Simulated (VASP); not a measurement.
Set up this calculation in VASP 6.6.1, as the native input.

| Item | Value |
| --- | --- |
| Task | single point |
| Functional | PBE |
| Potentials or basis | VASP PAW PBE potentials, release 64 (Sn_d, C) |
| Cutoff | 520 eV |
| k mesh | 12 × 12 × 6 |
| Occupations | gaussian, width 0.1 eV |
| Spin | no spin polarisation |
| Dipole correction | no |
| Further INCAR settings | ALGO = Normal; EDIFF = 1e-06; NBANDS = 28 |

The structure of Sn2C3 lies in POSCAR:

```
Sn2C3
1.0
    3.6019094672      0.0000000000      0.0000000000
   -1.8009547336      3.1193451007      0.0000000000
    0.0000000000      0.0000000000      6.3799737347
Sn C
2 3
Direct
    0.3333333333      0.6666666667      0.2362163946
    0.6666666667      0.3333333333      0.7637836054
    0.0000000000      0.0000000000      0.0000000000
    0.3333333333      0.6666666667      0.6523487558
    0.6666666667      0.3333333333      0.3476512442
```

The input as run:

INCAR

```
PREC = Accurate ; ENCUT = 520
EDIFF = 1E-6 ; ISMEAR = 0
SIGMA = 0.1 ; LREAL = F
LASPH = T ; NELM = 60
ALGO = Normal ; ISIF = 2
LWAVE = F ; LCHARG = T
GGA = PE ; LELF = T
LVHAR = T ; NBANDS = 28
```

KPOINTS

```
regular mesh
0
Gamma
  12 12 6
```

Potentials or basis: VASP PAW PBE potentials, release 64 (Sn_d, C).

Run with:

```bash
$ cat potpaw_PBE.64/Sn_d/POTCAR potpaw_PBE.64/C/POTCAR > POTCAR
$ mpirun -np 1 vasp_std > vasp.out
```

Results of the run:

```
Pressure               : 0.0 GPa
Largest force          : 0.007 eV/Å
Band gap on the k mesh : zero (bands 20 and 21 overlap by 1.90 eV)
```

Caveat: spin-orbit coupling is left out, which moves the levels of the heavy elements.

It took 100 s on 1 thread of Intel(R) Xeon(R) 6975P-C (Granite Rapids), on a shared host, peak memory 0.3 GiB.
